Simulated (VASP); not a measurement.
**Al: relaxation of the atoms with PBEsol**

The system is Al, a slab with vacuum.

```
Al
1.0
     2.83942    0.00000    0.00000
     0.00000    4.01554    0.00000
     0.00000    0.00000   21.67880
Al
5
Direct
  0.00000 0.00000 0.36902
  0.50000 0.50000 0.43451
  0.00000 0.00000 0.50000
  0.50000 0.50000 0.56549
  0.00000 0.00000 0.63098
```

```
Program                : VASP 6.6.1
Task                   : relaxation of the atoms
Functional             : PBEsol
Potentials or basis    : VASP PAW PBE potentials, release 64 (Al)
Cutoff                 : 520 eV
k mesh                 : 14 × 10 × 1
Occupations            : fermi-dirac, width 0.05 eV
Spin                   : no spin polarisation
Dipole correction      : yes
Further INCAR settings : ALGO = Normal; EDIFF = 1e-07; IBRION = 2; EDIFFG = -0.01; NSW = 60
```

- Energy gained by relaxing: 3.6 meV/atom
- Ionic steps: 7
- Band gap on the k mesh: zero (an odd number of electrons rules out a gap without spin polarisation)

The path:
| step | energy change (eV) | largest force (eV/Å) | pressure (GPa) |
| --- | --- | --- | --- |
| 1 | 0.0000 | 0.2374 | -0.97 |
| 2 | -0.0053 | 0.2008 | -0.91 |
| 3 | -0.0150 | 0.0843 | -0.73 |
| 4 | -0.0055 | 0.1836 | -0.31 |
| 5 | -0.0164 | 0.0785 | -0.63 |
| 6 | -0.0174 | 0.0465 | -0.60 |
| 7 | -0.0179 | 0.0017 | -0.55 |

Final structure:
```
Al
1.0
     2.83942    0.00000    0.00000
     0.00000    4.01554    0.00000
     0.00000    0.00000   21.67880
Al
5
Cartesian
  0.0000 0.0000 8.0729
  1.4197 2.0078 9.4201
  0.0000 0.0000 10.8394
  1.4197 2.0078 12.2587
  0.0000 0.0000 13.6059
```

Levels at points of the mesh, in eV from the Fermi level:
```csv
k point,band 4,band 5,band 6,band 7,band 8,band 9,band 10,band 11
"(0.00, 0.00, 0.00)",-3.46,-2.56,-1.10,-0.93,-0.75,0.67,1.74,2.13
"(0.50, 0.00, 0.00)",-4.36,-2.28,-1.50,0.61,1.40,1.57,1.70,3.05
"(0.00, 0.50, 0.00)",-6.44,-4.59,-3.59,-2.07,-0.04,0.86,2.96,3.83
"(0.50, 0.50, 0.00)",-3.75,-2.78,-2.74,-2.58,-1.38,-0.76,0.48,0.66
```

Wall time 6.2 min on 4 MPI ranks on Oxide Virtual Turin-like Processor, with other jobs on the host, peak memory 0.37 GiB a rank.

Caveat: the PAW data sets were made with another functional, which shifts forces and pressure a little.
